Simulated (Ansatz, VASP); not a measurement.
Two plane-wave programs on FeNi3

```
Fe Ni
1.0
     0.00000    2.82709    2.82709
     2.82709    0.00000    2.82709
     2.82709    2.82709    0.00000
Fe Ni
1 3
Cartesian
  0.0000 0.0000 0.0000
  4.2406 4.2406 4.2406
  1.4135 1.4135 1.4135
  2.8271 2.8271 2.8271
```

Alike in both runs: task single point; functional r2SCAN; k mesh 7 × 7 × 7; collinear spin.

|  | VASP | Ansatz |
| --- | --- | --- |
| version | VASP 6.6.1 | Ansatz 0.2.0 |
| potentials or method | VASP PAW PBE potentials, release 64 (Fe, Ni), cutoff 520 eV | plane waves, PAW |
| occupations | methfessel-paxton of order 1, width 0.1 eV | cold |
| valence electrons in the cell | 38 | 70 |

```tsv
	VASP	Ansatz	Ansatz less VASP
net moment per atom (μB)	1.25	1.26	+0.005
size of the moment on the site where the two differ most (μB)	0.73	0.80	+0.073
```

VASP's potentials were made for PBE, not for r2SCAN. Site moments also hang on the region over which each program counts them. VASP's potentials hold 38 valence electrons a cell and Ansatz's 70, so a difference there can come from the potentials and not from the codes. Ansatz's warnings: stability check not made.
